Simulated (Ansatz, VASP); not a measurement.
# Two plane-wave programs on HfN

INCAR

```
SYSTEM = HfN
PREC     = Accurate       ! precision mode
ENCUT    = 520            ! plane-wave cutoff, eV
EDIFF    = 1E-6           ! SCF threshold, eV
ISMEAR   = 0              ! smearing method
SIGMA    = 0.15           ! smearing width, eV
LREAL    = .False.        ! projectors in reciprocal space
LASPH    = .True.         ! aspherical terms in the spheres
NELM     = 100            ! most SCF steps
ALGO     = Normal         ! electronic algorithm
ISIF     = 2              ! what is computed and relaxed
LWAVE    = .False.        ! write WAVECAR
LCHARG   = .True.         ! write CHGCAR
GGA      = PS             ! functional
LELF     = .True.         ! ELF
LVHAR    = .True.       
NBANDS   = 14             ! bands
```

The input KPOINTS:

```
regular mesh
0
Gamma
  18 18 18
  0 0 0
```

The input POSCAR:

```
HfN
1.0
    0.0000000000      2.1912300000      2.1912300000
    2.2590000000     -0.0677700000      2.2590000000
    2.2590000000      2.2590000000     -0.0677700000
Hf N
1 1
Direct
    0.0000000000      0.0000000000      0.0000000000
    0.5000000000      0.5000000000      0.5000000000
```

Input for Ansatz:

```yaml
crystal:
  lattice:
    - [0.0, 2.19123, 2.19123]
    - [2.259, -0.06777, 2.259]
    - [2.259, 2.259, -0.06777]
  atoms:
    - { symbol: Hf, position: [0.0, 0.0, 0.0] }
    - { symbol: "N", position: [0.5, 0.5, 0.5] }
basis:
  ecutwfc: 420
kpoints:
  mp_grid: { grid: [18, 18, 18] }
hamiltonian:
  xc: pbesol
scf:
  occupations: { method: gaussian, width: 0.15 }
output:
  forces: true
  stress: true
  eigenvalues: true
```

Change from the starting cell: strain -0.0600 x Voigt [0, 0, 0, 1, 0, 0], atoms carried along.

Alike in both runs: task single point; functional PBEsol; k mesh 18 × 18 × 18; occupations gaussian, width 0.15 eV; no spin polarisation.

```csv
,VASP,Ansatz
version,VASP 6.6.1,Ansatz 0.2.0
potentials or method,"VASP PAW PBE potentials, release 64 (Hf_pv, N), cutoff 520 eV","scalar-relativistic, plane waves, PAW"
valence electrons in the cell,15,31
```

Ansatz gave:

| Quantity | Value |
| --- | --- |
| gap on the k mesh at the Fermi level (eV) | none |
| pressure (GPa) | -2.7 |
| traceless stress, the component that is largest in VASP (GPa) | 7.45 |

Problem. Estimate VASP's values.

Solution. gap on the k mesh at the Fermi level (eV): none; pressure (GPa): -4.9; traceless stress, the component that is largest in VASP (GPa): 7.58.

VASP's potentials were made for PBE, not for PBEsol. A gap of «none» marks a metal or a gap that the smearing closes. With one functional, cell and mesh, what is left measures potentials, basis and numerics. VASP's potentials hold 15 valence electrons a cell and Ansatz's 31, so a difference there can come from the potentials and not from the codes.

Neither program's run includes spin-orbit coupling.
